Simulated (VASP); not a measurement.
# MgO in VASP: further runs

MgO is run at these levels: PBE; tasks: single point.

All numbers are computed with VASP 6.6.1; they aren't measurements. Logs are shortened: lines on timing, memory, paths and dates and some standing lists are left out, and cuts for length are marked.

### Step 1. The cell of the first run

The structure is orthorhombic, space group Cmc2_1 (No. 36). Conventional cell: a = 3.315 Å, b = 5.742 Å, c = 5.122 Å, α = 90.00°, β = 90.00°, γ = 90.00°. Mg (site symmetry m) has 4 O at 1.99 to 2.02 Å within 2.6 Å. Within 2.6 Å of O (site symmetry m) lie 4 Mg at 1.99 to 2.02 Å.

### Step 2. Single point, PBE (mode 4 frozen in at +0.000 Å and mode 5 at -0.112 Å (largest displacements))

Contents of INCAR:

```
SYSTEM = MgO
PREC = Accurate
ENCUT = 520
EDIFF = 1E-6
ISMEAR = 0
SIGMA = 0.05
LREAL = .False.
LASPH = .True.
NELM = 100
ALGO = Normal
ISIF = 2
LWAVE = .False.
LCHARG = .False.
GGA = PE
NBANDS = 16
```

Contents of KPOINTS:

```
regular mesh
0
Gamma
  9 9 6
  0 0 0
```

Contents of POSCAR:

```
MgO
1.0
    3.3152854007      0.0000000000      0.0000000000
   -1.6576427004      2.8711213778      0.0000000000
    0.0000000000      0.0000000000      5.1215474231
Mg O
2 2
Direct
    0.3138287591      0.6276575182      0.0063188067
    0.6861712409      0.3723424818      0.5063188067
    0.3513545354      0.7027090708      0.3982811933
    0.6486454646      0.2972909292      0.8982811933
```

Potentials or basis: VASP PAW PBE potentials, release 64 (Mg, O).

Run with:

```console
cat potpaw_PBE.64/Mg/POTCAR potpaw_PBE.64/O/POTCAR > POTCAR
mpirun -np 1 vasp_std > vasp.out
```

OUTCAR:

```text
SYSTEM = MgO
   PREC = Accurate
   ENCUT = 520
   EDIFF = 1E-6
   ISMEAR = 0
   LREAL = .False.
   LASPH = .True.
   NELM = 100
   ISIF = 2
   GGA = PE

 ion  position               nearest neighbor table
   1  0.314  0.628  0.006-   4 1.99   4 1.99   4 2.00   3 2.02   2 3.14   2 3.14   2 3.14   2 3.14
                             2 3.34   2 3.34
   2  0.686  0.372  0.506-   3 1.99   3 1.99   3 2.00   4 2.02   1 3.14   1 3.14   1 3.14   1 3.14
                             1 3.34   1 3.34
   3  0.351  0.703  0.398-   2 1.99   2 1.99   2 2.00   1 2.02
   4  0.649  0.297  0.898-   1 1.99   1 1.99   1 2.00   2 2.02

  LATTYP: Found a hexagonal cell.
 ALAT       =     3.3152854007
 C/A-ratio  =     1.5448285152

  Lattice vectors:

 A1 = (   3.3152854007,   0.0000000000,   0.0000000000)
 A2 = (  -1.6576427004,   2.8711213778,   0.0000000000)
 A3 = (   0.0000000000,   0.0000000000,   5.1215474231)

Analysis of symmetry for initial positions (statically):
=====================================================================
 Subroutine PRICEL returns:
 Original cell was already a primitive cell.

 Routine SETGRP: Setting up the symmetry group for a
 hexagonal supercell.

 Subroutine GETGRP returns: Found  4 space group operations
 (whereof  2 operations were pure point group operations)
 out of a pool of 24 trial point group operations.

The static configuration has the point symmetry C_1h.
 The point group associated with its full space group is C_2v.

Analysis of symmetry for dynamics (positions and initial velocities):
=====================================================================
 Subroutine PRICEL returns:
 Original cell was already a primitive cell.

 Routine SETGRP: Setting up the symmetry group for a
 hexagonal supercell.

 Subroutine GETGRP returns: Found  4 space group operations
 (whereof  2 operations were pure point group operations)
 out of a pool of 24 trial point group operations.

The dynamic configuration has the point symmetry C_1h.
 The point group associated with its full space group is C_2v.

 Subroutine INISYM returns: Found  4 space group operations
 (whereof  2 operations are pure point group operations),
 and found     1 'primitive' translations

----------------------------------------------------------------------------------------

                                     Primitive cell

  volume of cell :      48.7499

  direct lattice vectors                    reciprocal lattice vectors
     3.315285401  0.000000000  0.000000000     0.301633156  0.174147984  0.000000000
    -1.657642700  2.871121378  0.000000000     0.000000000  0.348295968  0.000000000
     0.000000000  0.000000000  5.121547423     0.000000000  0.000000000  0.195253488

  length of vectors
     3.315285401  3.315285401  5.121547423     0.348295968  0.348295968  0.195253488

  position of ions in fractional coordinates (direct lattice)
     0.313828759  0.627657518  0.006318807
     0.686171241  0.372342482  0.506318807
     0.351354535  0.702709071  0.398281193
     0.648645465  0.297290929  0.898281193

  ion indices of the primitive-cell ions
   primitive index   ion index
                 1           1
                 2           2
                 3           3
                 4           4

----------------------------------------------------------------------------------------

 KPOINTS: regular mesh

Automatic generation of k-mesh.
 Grid dimensions read from file:
 generate k-points for:    9    9    6

 Generating k-lattice:

  Cartesian coordinates                     Fractional coordinates (reciprocal lattice)
     0.033514795  0.019349776  0.000000000     0.111111111 -0.000000000  0.000000000
     0.000000000  0.038699552  0.000000000     0.000000000  0.111111111  0.000000000
     0.000000000  0.000000000  0.032542248     0.000000000  0.000000000  0.166666667

  Length of vectors
     0.038699552  0.038699552  0.032542248

  Shift w.r.t. Gamma in fractional coordinates (k-lattice)
     0.000000000  0.000000000  0.000000000

 Subroutine IBZKPT returns following result:
 ===========================================

 Found    100 irreducible k-points:

 Following reciprocal coordinates:
            Coordinates               Weight
  0.000000  0.000000  0.000000      1.000000
  0.111111  0.000000  0.000000      4.000000
  0.000000  0.111111  0.000000      2.000000
  0.222222 -0.000000  0.000000      4.000000
  0.000000  0.222222  0.000000      2.000000
  0.333333  0.000000  0.000000      4.000000
[... 16 lines left out ...]
 -0.222222 -0.444444  0.000000      4.000000
  0.444444  0.333333  0.000000      4.000000
 [... further k-points ...]
   k-points           NKPTS =    100   k-points in BZ     NKDIM =    100   number of bands    NBANDS=     16
   number of dos      NEDOS =    301   number of ions     NIONS =      4
   total plane-waves  NPLWV =  31360
   dimension x,y,z NGX =    28 NGY =   28 NGZ =   40
   dimension x,y,z NGXF=    56 NGYF=   56 NGZF=   80
   ions per type =               2   2
   NGX,Y,Z   is equivalent  to a cutoff of  14.04, 14.04, 12.98 a.u.
   NGXF,Y,Z  is equivalent  to a cutoff of  28.08, 28.08, 25.97 a.u.
 SYSTEM =  MgO
   PREC   = accura    normal or accurate (medium, high low for compatibility)
   ISTART =      0    job   : 0-new  1-cont  2-samecut
   ICHARG =      2    charge: 1-file 2-atom 10-const
   ISPIN  =      1    spin polarized calculation?
   LNONCOLLINEAR =      F non collinear calculations
   LSORBIT =      F    spin-orbit coupling
   LASPH  =      T    aspherical Exc in radial PAW
   ENCUT  =  520.0 eV  38.22 Ry    6.18 a.u.   6.16  6.16  9.52*2*pi/ulx,y,z
   NELM   =    100;   NELMIN=  2; NELMDL= -5     # of ELM steps
   EDIFF  = 0.1E-05   stopping-criterion for ELM
   LREAL  =      F    real-space projection
   EDIFFG = 0.1E-04   stopping-criterion for IOM
   NSW    =      0    number of steps for IOM
   IBRION =     -1    ionic relax: 0-MD 1-quasi-New 2-CG
   NFREE  =      0    steps in history (QN), initial steepest desc. (CG)
   ISIF   =      2    stress and relaxation
   ISYM   =      2    0-nonsym 1-usesym 2-fastsym
   POTIM  = 0.5000    time-step for ionic-motion
   TEBEG  =    0.0;   TEEND  =   0.0 temperature during run
   PSTRESS=    0.0 pullay stress
   NELECT =      16.0000    total number of electrons
   NUPDOWN=      -1.0000    fix difference up-down
   EMIN   =  10.00;   EMAX   =-10.00  energy-range for DOS
   EFERMI =   0.00;   METHOD = LEGACY
   ISMEAR =     0;   SIGMA  =   0.05  broadening in eV -4-tet -1-fermi 0-gaus
   EFERMI_NEDOS =   21; number of points for ismear=-14 and -15
   IALGO  =     38    algorithm
   IMIX   =      4    mixing-type and parameters
     AMIX     =   0.40;   BMIX     =  1.00
     AMIX_MAG =   1.60;   BMIX_MAG =  1.00
  volume/ion in A,a.u.               =      12.19        82.25
  Fermi-wavevector in a.u.,A,eV,Ry     =   1.129250  2.133974 17.350238  1.275207
  Thomas-Fermi vector in A             =   2.265943
   LORBIT       =      0    0 simple, 1 ext, 2 COOP (PROOUT), +10 PAW based schemes
   GGA     = PE    functional components
   LHFCALC =     F    Hartree Fock is set to
   AEXX    =    0.0000 exact exchange contribution
   IVDW    =     0    specifies the selected vdW correction
   LEPSILON=     F    determine dielectric tensor
   LRPA    =     F    only Hartree local field effects (RPA)
 non-spin polarized calculation
 Gauss-broadening in eV      SIGMA  =   0.05
  energy-cutoff  :      520.00
  volume of cell :       48.75
 maximum number of plane-waves:      1339
 NGX is ok and might be reduce to    28
   NGX = 13   NGY = 13   NGZ = 19

 number of electron      16.0000002 magnetization

 Free energy of the ion-electron system (eV)
  ---------------------------------------------------
  ext. energy  EPLUGINS =         0.00000000
  ---------------------------------------------------
  free energy    TOTEN  =       -23.47532872 eV

  energy without entropy =      -23.47532872  energy(sigma->0) =      -23.47532872

 E-fermi :   1.1800     XC(G=0):  -9.6095

 val. band max:        0.9404578074   @ k =   0.0000   0.0000   0.0000
 cond. band min:       4.2482719647   @ k =   0.0000   0.0000   0.0000
 fundamental gap:      3.3078141573
 Fermi energy:         1.1799873996

 k-point     1 :       0.0000    0.0000    0.0000
  band No.  band energies     occupation
      1     -15.1770      2.00000
      2     -14.4507      2.00000
      3      -2.2360      2.00000
      4       0.2442      2.00000
      5       0.3469      2.00000
      6       0.4949      2.00000
[... 8 lines left out ...]
     15      16.7630      0.00000
     16      17.8884      0.00000

 k-point     2 :       0.1111    0.0000    0.0000
  band No.  band energies     occupation
      1     -15.1189      2.00000
      2     -14.4278      2.00000
      3      -2.1184      2.00000
      4      -0.0454      2.00000
      5       0.1964      2.00000
      6       0.2156      2.00000
[... 8 lines left out ...]
     15      16.9505      0.00000
     16      17.4614      0.00000

 k-point     3 :       0.0000    0.1111    0.0000
  band No.  band energies     occupation
      1     -15.1170      2.00000
      2     -14.4304      2.00000
      3      -2.1134      2.00000
      4      -0.0178      2.00000
      5       0.2408      2.00000
      6       0.2420      2.00000
[... 8 lines left out ...]
     15      16.9727      0.00000
     16      17.0076      0.00000

 k-point     4 :       0.2222   -0.0000    0.0000
  band No.  band energies     occupation
      1     -14.9642      2.00000
      2     -14.3739      2.00000
      3      -1.7893      2.00000
      4      -0.8829      2.00000
      5      -0.3144      2.00000
      6       0.0478      2.00000
[... 8 lines left out ...]
     15      15.8059      0.00000
     16      16.4577      0.00000
[... 324 lines left out ...]
 k-point    22 :       0.3333    0.2222    0.0000
  band No.  band energies     occupation
      1     -14.5252      2.00000
      2     -14.3360      2.00000
      3      -1.7985      2.00000
      4      -0.9871      2.00000
      5      -0.7155      2.00000
      6      -0.6093      2.00000
[... 8 lines left out ...]
     15      14.6104      0.00000
     16      16.6151      0.00000

 k-point    23 :      -0.2222   -0.4444    0.0000
  band No.  band energies     occupation
      1     -14.4877      2.00000
      2     -14.3762      2.00000
      3      -1.6716      2.00000
      4      -1.1308      2.00000
      5      -0.7062      2.00000
      6      -0.4674      2.00000
[... 8 lines left out ...]
     15      14.3096      0.00000
     16      16.7584      0.00000

 k-point    24 :       0.4444    0.3333    0.0000
  band No.  band energies     occupation
      1     -14.5420      2.00000
      2     -14.3174      2.00000
      3      -1.8312      2.00000
      4      -1.0253      2.00000
      5      -0.6922      2.00000
      6      -0.6182      2.00000
[... 8 lines left out ...]
     15      14.9175      0.00000
     16      16.8798      0.00000

 [... further k-points ...]

------------------------ aborting loop because EDIFF is reached ----------------------------------------

  FORCE on cell =-STRESS in cart. coord.  units (eV):
  Direction    XX          YY          ZZ          XY          YZ          ZX
  --------------------------------------------------------------------------------------
  -------------------------------------------------------------------------------------
  Total       -0.1452537     -0.3544125     -0.1061810      0.0000000      0.0000000      0.0000000
  in kB       -4.7737997    -11.6478547     -3.4896660      0.0000000      0.0000000      0.0000000
  external PRESSURE =      -6.6371068 kB  Pullay stress =       0.0000000 kB

 VOLUME and BASIS-vectors are now :
 -----------------------------------------------------------------------------
  energy-cutoff  :      520.00
  volume of cell :       48.75
      direct lattice vectors                 reciprocal lattice vectors
     3.315285401  0.000000000  0.000000000     0.301633156  0.174147984  0.000000000
    -1.657642700  2.871121378  0.000000000     0.000000000  0.348295968  0.000000000
     0.000000000  0.000000000  5.121547423     0.000000000  0.000000000  0.195253488

 POSITION                                       TOTAL-FORCE (eV/Angst)
 -----------------------------------------------------------------------------------
     -0.00000      1.80208      0.03236        -0.000000      0.309262      0.063613
      1.65764      1.06904      2.59314         0.000000     -0.309262      0.063613
     -0.00000      2.01756      2.03982         0.000000     -0.234415     -0.063613
      1.65764      0.85356      4.60059        -0.000000      0.234415     -0.063613
 -----------------------------------------------------------------------------------
    total drift:                               -0.000000     -0.000000     -0.001335

  FREE ENERGIE OF THE ION-ELECTRON SYSTEM (eV)
  ---------------------------------------------------
  free  energy   TOTEN  =       -23.4753287223 eV

  energy  without entropy=      -23.4753287223  energy(sigma->0) =      -23.47532872
```

Run time: 35 s. Hardware: 1 thread of Intel Xeon 6975P-C (Granite Rapids), shared host; peak memory 0.22 GiB.

What came out:

```yaml
Free_energy: -23.4753 eV
Pressure: -0.7 GPa
Largest_force: 0.316 eV/Å
Band_gap_on_the_k_mesh: 3.31 eV, direct
```

Forces on the atoms (eV/Å):
```
Mg   0.000  0.309  0.064
Mg   0.000 -0.309  0.064
O    0.000 -0.234 -0.064
O    0.000  0.234 -0.064
```

Stress tensor (GPa, compression positive):
```
-0.48  0.00  0.00
 0.00 -1.16  0.00
 0.00  0.00 -0.35
```

Caveat: the cell differs from its parent crystal (mode 4 frozen in at +0.000 Å and mode 5 at -0.112 Å (largest displacements)).

(Continued in part 2 of 3.)
